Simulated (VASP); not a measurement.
Crystal: Y.

```
CELL_PARAMETERS angstrom
3.64740 0.00000 0.00000
-1.82370 3.15874 0.00000
0.00000 0.00000 5.73060
ATOMIC_POSITIONS crystal
Y 0.33333 0.66667 0.25000
Y 0.66667 0.33333 0.75000
```

```yaml
Program: VASP 6.6.1
Task: relaxation of cell and atoms
Functional: PBEsol
Potentials_or_basis: VASP PAW PBE potentials, release 64 (Y_sv)
Cutoff: 600 eV
k_mesh: 12 × 12 × 8
Occupations: gaussian, width 0.1 eV
Spin: no spin polarisation
```

At the start: pressure -2.2 GPa; volume 33.01 Å³/atom.

Problem. How do energy, volume and symmetry change on relaxing?

Solution. Over 7 steps the energy falls by 13.4 meV/atom and the volume is 31.20 Å³/atom (-5.5 %); space group P6_3/mmc (No. 194, to 0.05 Å).

The path:
| step | energy change (eV) | largest force (eV/Å) | pressure (GPa) | volume (Å³) |
| --- | --- | --- | --- | --- |
| 1 | 0.0000 | 0.0000 | -2.20 | 66.02 |
| 2 | -0.0257 | 0.0000 | 0.44 | 61.79 |
| 3 | -0.0265 | 0.0000 | 0.03 | 62.38 |
| 4 | -0.0265 | 0.0000 | -0.02 | 62.45 |
| 5 | -0.0267 | 0.0000 | -0.03 | 62.47 |
| 6 | -0.0268 | 0.0000 | -0.04 | 62.49 |
| 7 | -0.0268 | 0.0000 | 0.02 | 62.41 |

Final structure:
```
Y
1.0
     3.59502    0.00000    0.00000
    -1.79751    3.11338    0.00000
     0.00000    0.00000    5.57568
Y
2
Direct
  0.33333 0.66667 0.25000
  0.66667 0.33333 0.75000
```

Caveat: the PAW data sets were made with another functional, which shifts forces and pressure a little.
